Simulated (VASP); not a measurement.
Write the native input for VASP 6.6.1 that does the following.

- Task: single point
- Functional: r2SCAN
- Potentials or basis: VASP PAW PBE potentials, release 64 (Sb)
- Cutoff: 520 eV
- k mesh: 14 × 14 × 14
- Occupations: gaussian, width 0.1 eV
- Spin: no spin polarisation
- Dipole correction: no
- Further INCAR settings: ALGO = Normal; EDIFF = 1e-06; NBANDS = 8

Crystal: Sb.

```
CELL_PARAMETERS angstrom
3.14809 0.00000 0.00000
0.00000 3.14809 0.00000
0.00000 0.00000 3.14809
ATOMIC_POSITIONS crystal
Sb 0.00000 0.00000 0.00000
```

This cell differs from its parent crystal: volume scaled by 1.06.

These files were run (other wordings do the same):

POSCAR

```
Sb
1.0
    3.1480875925      0.0000000000      0.0000000000
    0.0000000000      3.1480875925      0.0000000000
    0.0000000000      0.0000000000      3.1480875925
Sb
1
Direct
    0.0000000000      0.0000000000      0.0000000000
```

INCAR.step1

```
ALGO = Normal
EDIFF = 1E-4
ENCUT = 520
GGA = PE
ISMEAR = 0
LASPH = T
LCHARG = F
LREAL = F
LWAVE = T
NBANDS = 8
NELM = 60
PREC = Accurate
SIGMA = 0.1
```

INCAR.step2

```
ALGO = Normal
EDIFF = 1E-6
ENCUT = 520
ISIF = 2
ISMEAR = 0
ISTART = 1
LASPH = T
LCHARG = F
LMIXTAU = T
LREAL = F
LWAVE = F
METAGGA = R2SCAN
NBANDS = 8
NELM = 60
PREC = Accurate
SIGMA = 0.1
```

KPOINTS

```
k-points
0
Gamma
  14 14 14
```

Potentials or basis: VASP PAW PBE potentials, release 64 (Sb).

The run is started by

```bash
$ cat potpaw_PBE.64/Sb/POTCAR > POTCAR
$ cp INCAR.step1 INCAR
$ mpirun -np 1 vasp_std > vasp.out
$ cp INCAR.step2 INCAR
$ mpirun -np 1 vasp_std > vasp.out
```

It gave:

The pressure is -3.0 GPa.

Caveat: the PAW data sets were made with another functional, which shifts forces and pressure a little.

It took 39 s on 1 thread of Intel(R) Xeon(R) Platinum 8488C (Sapphire Rapids), on a shared host, peak memory 0.15 GiB.
